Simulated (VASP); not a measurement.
Input of a VASP 6.6.1 run:

The input POSCAR:

```
CsSnI3
1.0
    6.0542459837      0.0000000000      0.0000000000
    0.0000000000      6.0542459837      0.0000000000
    0.0000000000      0.0000000000      6.0542459837
Cs Sn I
1 1 3
Direct
    0.0000000000      0.0000000000      0.0000000000
    0.5000000000      0.5000000000      0.5000000000
    0.5000000000      0.5000000000      0.0000000000
    0.5000000000      0.0000000000      0.5000000000
    0.0000000000      0.5000000000      0.5000000000
```

Contents of INCAR.step1:

```
SYSTEM = CsSnI3
ALGO = Normal
EDIFF = 1E-4
ENCUT = 520
GGA = PE
ISMEAR = -1
LASPH = .TRUE.
LCHARG = .FALSE.
LREAL = .FALSE.
LWAVE = .TRUE.
NBANDS = 30
NELM = 80
PREC = Accurate
SIGMA = 0.02
```

INCAR.step2

```
SYSTEM = CsSnI3
ALGO = Normal
EDIFF = 1E-6
ENCUT = 520
ISIF = 2
ISMEAR = -1
ISTART = 1
LASPH = .TRUE.
LCHARG = .TRUE.
LELF = .TRUE.
LMIXTAU = .TRUE.
LREAL = .FALSE.
LVHAR = .TRUE.
LWAVE = .FALSE.
METAGGA = R2SCAN
NBANDS = 30
NELM = 80
PREC = Accurate
SIGMA = 0.02
```

File KPOINTS:

```
k-points
0
G
  4 4 4
  0 0 0
```

Potentials or basis: VASP PAW PBE potentials, release 64 (Cs_sv, Sn_d, I).

Run with:

```sh
$ cat potpaw_PBE.64/Cs_sv/POTCAR potpaw_PBE.64/Sn_d/POTCAR potpaw_PBE.64/I/POTCAR > POTCAR
$ cp INCAR.step1 INCAR
$ mpirun -np 1 vasp_std > vasp.out
$ cp INCAR.step2 INCAR
$ mpirun -np 1 vasp_std > vasp.out
```

Q: What does it give for the pressure?

A: 1.9 GPa.

Q: Predict the band gap on the k mesh.

A: 0.04 eV.

Caveat: the cell differs from its parent crystal (strain -3.0%); the PAW data sets were made with another functional, which shifts forces and pressure a little; spin-orbit coupling is left out, which moves the levels of the heavy elements. A k mesh can miss the band edges.
